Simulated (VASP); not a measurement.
# W5F in VASP: single point with revPBE

Aim: the single point of W5F with revPBE.

All numbers are computed with VASP 6.6.1; they aren't measurements. Logs are shortened: lines on timing, memory, paths and dates and some standing lists are left out, and cuts for length are marked.

### Step 1. The cell of the first run

The cell holds a slab with vacuum, 6 atoms: a = 3.154 Å, b = 3.154 Å, c = 25.309 Å, α = 90.00°, β = 90.00°, γ = 90.00°.

### Step 2. Single point, revPBE

INCAR reads:

```
  ALGO = Normal
  AMIX = 0.1
  AMIX_MAG = 0.4
  BMIX = 1E-4
  BMIX_MAG = 1E-4
  DIPOL = 0.5 0.5 0.504
  EDIFF = 1E-6
  ENCUT = 640
  GGA = RE
  GGA_COMPAT = False
  IDIPOL = 3
  ISIF = 2
  ISMEAR = 0
  KPAR = 4
  LASPH = True
  LCHARG = True
  LDIPOL = True
  LREAL = False
  LVACPOTAV = True
  LVHAR = True
  LWAVE = False
  NBANDS = 48
  NELM = 300
  NELMDL = -8
  PREC = Accurate
  SIGMA = 0.1
```

KPOINTS reads:

```
k-points
0
Gamma
  9 9 1
```

POSCAR reads:

```
W5F
1.0
    3.1543602768      0.0000000000      0.0000000000
    0.0000000000      3.1543602768      0.0000000000
    0.0000000000      0.0000000000     25.3087205537
W F
5 1
Direct
    0.5000000000      0.5000000000      0.3358526158
    0.0000000000      0.0000000000      0.3981702717
    0.5000000000      0.5000000000      0.4591284181
    0.0000000000      0.0000000000      0.5233039978
    0.5000000000      0.5000000000      0.5784891153
    0.5000000000      0.5000000000      0.7306858379
```

Potentials or basis: VASP PAW PBE potentials, release 64 (W_sv, F).

Launch:

```bash
cat potpaw_PBE.64/W_sv/POTCAR potpaw_PBE.64/F/POTCAR > POTCAR
mpirun -np 4 vasp_std > vasp.out
```

OUTCAR:

```text
AMIX = 0.1
   AMIX_MAG = 0.4
   EDIFF = 1E-6
   ENCUT = 640
   GGA = RE
   ISIF = 2
   ISMEAR = 0
   LASPH = True
   LREAL = False
   NELM = 300
   NELMDL = -8
   PREC = Accurate

 ion  position               nearest neighbor table
   1  0.500  0.500  0.336-   2 2.73   2 2.73   2 2.73   2 2.73   3 3.12
   2  0.000  0.000  0.398-   3 2.71   3 2.71   3 2.71   3 2.71   1 2.73   1 2.73   1 2.73   1 2.73
                             4 3.17
   3  0.500  0.500  0.459-   2 2.71   2 2.71   2 2.71   2 2.71   4 2.76   4 2.76   4 2.76   4 2.76
                             5 3.02   1 3.12
   4  0.000  0.000  0.523-   5 2.63   5 2.63   5 2.63   5 2.63   3 2.76   3 2.76   3 2.76   3 2.76
                             2 3.17
   5  0.500  0.500  0.578-   4 2.63   4 2.63   4 2.63   4 2.63   3 3.02
   6  0.500  0.500  0.731-

  LATTYP: Found a simple tetragonal cell.
 ALAT       =     3.1543602768
 C/A-ratio  =     8.0234083405

  Lattice vectors:

 A1 = (   3.1543602768,   0.0000000000,   0.0000000000)
 A2 = (   0.0000000000,   3.1543602768,   0.0000000000)
 A3 = (   0.0000000000,   0.0000000000,  25.3087205537)

Analysis of symmetry for initial positions (statically):
=====================================================================
 Subroutine PRICEL returns:
 Original cell was already a primitive cell.

 Routine SETGRP: Setting up the symmetry group for a
 simple tetragonal supercell.

 Subroutine GETGRP returns: Found  8 space group operations
 (whereof  8 operations were pure point group operations)
 out of a pool of 16 trial point group operations.

The static configuration has the point symmetry C_4v.

Analysis of symmetry for dynamics (positions and initial velocities):
=====================================================================
 Subroutine PRICEL returns:
 Original cell was already a primitive cell.

 Routine SETGRP: Setting up the symmetry group for a
 simple tetragonal supercell.

 Subroutine GETGRP returns: Found  8 space group operations
 (whereof  8 operations were pure point group operations)
 out of a pool of 16 trial point group operations.

The dynamic configuration has the point symmetry C_4v.

 Subroutine INISYM returns: Found  8 space group operations
 (whereof  8 operations are pure point group operations),
 and found     1 'primitive' translations

----------------------------------------------------------------------------------------

                                     Primitive cell

  volume of cell :     251.8215

  direct lattice vectors                    reciprocal lattice vectors
     3.154360277  0.000000000  0.000000000     0.317021492  0.000000000  0.000000000
     0.000000000  3.154360277  0.000000000     0.000000000  0.317021492  0.000000000
     0.000000000  0.000000000 25.308720554     0.000000000  0.000000000  0.039512072

  length of vectors
     3.154360277  3.154360277 25.308720554     0.317021492  0.317021492  0.039512072

  position of ions in fractional coordinates (direct lattice)
     0.500000000  0.500000000  0.335852616
     0.000000000  0.000000000  0.398170272
     0.500000000  0.500000000  0.459128418
     0.000000000  0.000000000  0.523303998
     0.500000000  0.500000000  0.578489115
     0.500000000  0.500000000  0.730685838

  ion indices of the primitive-cell ions
   primitive index   ion index
                 1           1
                 2           2
                 3           3
                 4           4
                 5           5
                 6           6

----------------------------------------------------------------------------------------

 KPOINTS: k-points

Automatic generation of k-mesh.
 Grid dimensions read from file:
 generate k-points for:    9    9    1

 Generating k-lattice:

  Cartesian coordinates                     Fractional coordinates (reciprocal lattice)
     0.035224610  0.000000000  0.000000000     0.111111111  0.000000000  0.000000000
     0.000000000  0.035224610  0.000000000     0.000000000  0.111111111  0.000000000
     0.000000000  0.000000000  0.039512072     0.000000000  0.000000000  1.000000000

  Length of vectors
     0.035224610  0.035224610  0.039512072

  Shift w.r.t. Gamma in fractional coordinates (k-lattice)
     0.000000000  0.000000000  0.000000000

 Subroutine IBZKPT returns following result:
 ===========================================

 Found     15 irreducible k-points:

 Following reciprocal coordinates:
            Coordinates               Weight
  0.000000  0.000000  0.000000      1.000000
  0.111111  0.000000  0.000000      4.000000
  0.222222  0.000000  0.000000      4.000000
  0.333333  0.000000  0.000000      4.000000
  0.444444  0.000000  0.000000      4.000000
  0.111111  0.111111  0.000000      4.000000
  0.222222  0.111111  0.000000      8.000000
  0.333333  0.111111  0.000000      8.000000
  0.444444  0.111111  0.000000      8.000000
  0.222222  0.222222  0.000000      4.000000
  0.333333  0.222222  0.000000      8.000000
  0.444444  0.222222  0.000000      8.000000
  0.333333  0.333333  0.000000      4.000000
  0.444444  0.333333  0.000000      8.000000
  0.444444  0.444444  0.000000      4.000000
   k-points           NKPTS =     15   k-points in BZ     NKDIM =     15   number of bands    NBANDS=     48
   number of dos      NEDOS =    301   number of ions     NIONS =      6
   total plane-waves  NPLWV = 164640
   dimension x,y,z NGX =    28 NGY =   28 NGZ =  210
   dimension x,y,z NGXF=    56 NGYF=   56 NGZF=  420
   ions per type =               5   1
   NGX,Y,Z   is equivalent  to a cutoff of  14.76, 14.76, 13.79 a.u.
   NGXF,Y,Z  is equivalent  to a cutoff of  29.51, 29.51, 27.59 a.u.
 SYSTEM =  unknown system
   PREC   = accura    normal or accurate (medium, high low for compatibility)
   ISTART =      0    job   : 0-new  1-cont  2-samecut
   ICHARG =      2    charge: 1-file 2-atom 10-const
   ISPIN  =      1    spin polarized calculation?
   LNONCOLLINEAR =      F non collinear calculations
   LSORBIT =      F    spin-orbit coupling
   LASPH  =      T    aspherical Exc in radial PAW
   ENCUT  =  640.0 eV  47.04 Ry    6.86 a.u.   6.51  6.51 52.21*2*pi/ulx,y,z
   NELM   =    300;   NELMIN=  2; NELMDL= -8     # of ELM steps
   EDIFF  = 0.1E-05   stopping-criterion for ELM
   LREAL  =      F    real-space projection
   EDIFFG = 0.1E-04   stopping-criterion for IOM
   NSW    =      0    number of steps for IOM
   IBRION =     -1    ionic relax: 0-MD 1-quasi-New 2-CG
   NFREE  =      0    steps in history (QN), initial steepest desc. (CG)
   ISIF   =      2    stress and relaxation
   ISYM   =      2    0-nonsym 1-usesym 2-fastsym
   POTIM  = 0.5000    time-step for ionic-motion
   TEBEG  =    0.0;   TEEND  =   0.0 temperature during run
   PSTRESS=    0.0 pullay stress
   NELECT =      77.0000    total number of electrons
   NUPDOWN=      -1.0000    fix difference up-down
   EMIN   =  10.00;   EMAX   =-10.00  energy-range for DOS
   EFERMI =   0.00;   METHOD = LEGACY
   ISMEAR =     0;   SIGMA  =   0.10  broadening in eV -4-tet -1-fermi 0-gaus
   EFERMI_NEDOS =   21; number of points for ismear=-14 and -15
   IALGO  =     38    algorithm
   IMIX   =      4    mixing-type and parameters
     AMIX     =   0.10;   BMIX     =  0.00
     AMIX_MAG =   0.40;   BMIX_MAG =  0.00
  volume/ion in A,a.u.               =      41.97       283.23
  Fermi-wavevector in a.u.,A,eV,Ry     =   1.102912  2.084201 16.550325  1.216415
  Thomas-Fermi vector in A             =   2.239362
   LORBIT       =      0    0 simple, 1 ext, 2 COOP (PROOUT), +10 PAW based schemes
   GGA     = RE    functional components
   LHFCALC =     F    Hartree Fock is set to
   AEXX    =    0.0000 exact exchange contribution
   IVDW    =     0    specifies the selected vdW correction
   LEPSILON=     F    determine dielectric tensor
   LRPA    =     F    only Hartree local field effects (RPA)
 non-spin polarized calculation
 Gauss-broadening in eV      SIGMA  =   0.10
  energy-cutoff  :      640.00
  volume of cell :      251.82
 maximum number of plane-waves:      9369
 NGX is ok and might be reduce to    28
   NGX = 13   NGY = 13   NGZ =105

 dipolmoment           0.000000      0.000000     -0.124353 electrons x Angstroem

 number of electron      76.9999988 magnetization

 dipolmoment           0.000000      0.000000      0.375292 electrons x Angstroem

 Free energy of the ion-electron system (eV)
  ---------------------------------------------------
  ext. energy  EPLUGINS =         0.00000000
  ---------------------------------------------------
  free energy    TOTEN  =       -58.66869154 eV

  energy without entropy =      -58.59277835  energy(sigma->0) =      -58.63073494

 E-fermi :  -1.0858     XC(G=0):  -5.7206

 val. band max:       -1.0931181593   @ k =   0.3333   0.1111   0.0000
 cond. band min:      -1.0787400205   @ k =   0.3333   0.3333   0.0000
 fundamental gap:      0.0143781387
 Fermi energy:        -1.0857880699

 k-point     1 :       0.0000    0.0000    0.0000
  band No.  band energies     occupation
      1     -75.2370      2.00000
      2     -75.1555      2.00000
      3     -75.0586      2.00000
      4     -74.9465      2.00000
      5     -74.8444      2.00000
      6     -39.6742      2.00000
[... 40 lines left out ...]
     47       0.6956      0.00000
     48       1.6566      0.00000

 k-point     2 :       0.1111    0.0000    0.0000
  band No.  band energies     occupation
      1     -75.2322      2.00000
      2     -75.1532      2.00000
      3     -75.0533      2.00000
      4     -74.9490      2.00000
      5     -74.8491      2.00000
      6     -39.7299      2.00000
[... 40 lines left out ...]
     47       1.4419      0.00000
     48       1.5906      0.00000

 k-point     3 :       0.2222    0.0000    0.0000
  band No.  band energies     occupation
      1     -75.2200      2.00000
      2     -75.1473      2.00000
      3     -75.0384      2.00000
      4     -74.9557      2.00000
      5     -74.8622      2.00000
      6     -39.8504      2.00000
[... 601 lines left out ...]
     47       2.0729      0.00000
     48       2.2905      0.00000

 k-point    15 :       0.4444    0.4444    0.0000
  band No.  band energies     occupation
      1     -75.1863      2.00000
      2     -75.1249      2.00000
      3     -74.9881      2.00000
      4     -74.9634      2.00000
      5     -74.8904      2.00000
      6     -40.0064      2.00000
[... 40 lines left out ...]
     47       2.1211      0.00000
     48       2.3216      0.00000

------------------------ aborting loop because EDIFF is reached ----------------------------------------

  FORCE on cell =-STRESS in cart. coord.  units (eV):
  Direction    XX          YY          ZZ          XY          YZ          ZX
  --------------------------------------------------------------------------------------
  -------------------------------------------------------------------------------------
  Total       -0.8037242     -0.8037242      0.1528332      0.0000000      0.0000000      0.0000000
  in kB       -5.1135775     -5.1135775      0.9723788      0.0000000      0.0000000      0.0000000
  external PRESSURE =      -3.0849254 kB  Pullay stress =       0.0000000 kB

 VOLUME and BASIS-vectors are now :
 -----------------------------------------------------------------------------
  energy-cutoff  :      640.00
  volume of cell :      251.82
      direct lattice vectors                 reciprocal lattice vectors
     3.154360277  0.000000000  0.000000000     0.317021492  0.000000000  0.000000000
     0.000000000  3.154360277  0.000000000     0.000000000  0.317021492  0.000000000
     0.000000000  0.000000000 25.308720554     0.000000000  0.000000000  0.039512072

 POSITION                                       TOTAL-FORCE (eV/Angst)
 -----------------------------------------------------------------------------------
      1.57718      1.57718      8.50000        -0.000000     -0.000000      0.752602
      0.00000      0.00000     10.07718        -0.000000     -0.000000     -1.527895
      1.57718      1.57718     11.61995         0.000000     -0.000000      0.003298
      0.00000      0.00000     13.24415         0.000000     -0.000000     -0.130055
      1.57718      1.57718     14.64082        -0.000000     -0.000000      1.518655
      1.57718      1.57718     18.49272        -0.000000      0.000000     -0.616605
 -----------------------------------------------------------------------------------
    total drift:                               -0.000000     -0.000000     -0.001413

  FREE ENERGIE OF THE ION-ELECTRON SYSTEM (eV)
  ---------------------------------------------------
  free  energy   TOTEN  =       -58.6686915376 eV

  energy  without entropy=      -58.5927783475  energy(sigma->0) =      -58.63073494

 vacuum level on the upper side and lower side of the slab         9.881         3.054
```

It took 19 min on 4 MPI ranks of Intel Xeon Platinum 8375C at 2.90GHz (Ice Lake), shared host; peak memory 0.52 GiB.

Results:

| Item | Value |
| --- | --- |
| Free energy | -58.6687 eV |
| Largest force | 1.528 eV/Å |
| Band gap on the k mesh | zero (an odd number of electrons rules out a gap without spin polarisation) |

Forces on the atoms (eV/Å):
```
W    0.000  0.000  0.753
W    0.000  0.000 -1.528
W    0.000  0.000  0.003
W    0.000  0.000 -0.130
W    0.000  0.000  1.519
F    0.000  0.000 -0.617
```

Levels at points of the mesh, in eV from the Fermi level:
| k point | band 35 | band 36 | band 37 | band 38 | band 39 | band 40 | band 41 | band 42 |
| --- | --- | --- | --- | --- | --- | --- | --- | --- |
| (0.00, 0.00, 0.00) | -0.46 | -0.30 | -0.05 | -0.02 | 0.02 | 0.02 | 0.04 | 0.04 |

Caveat: the PAW data sets were made with another functional, which shifts forces and pressure a little; spin-orbit coupling is left out, which moves the levels of the heavy elements.
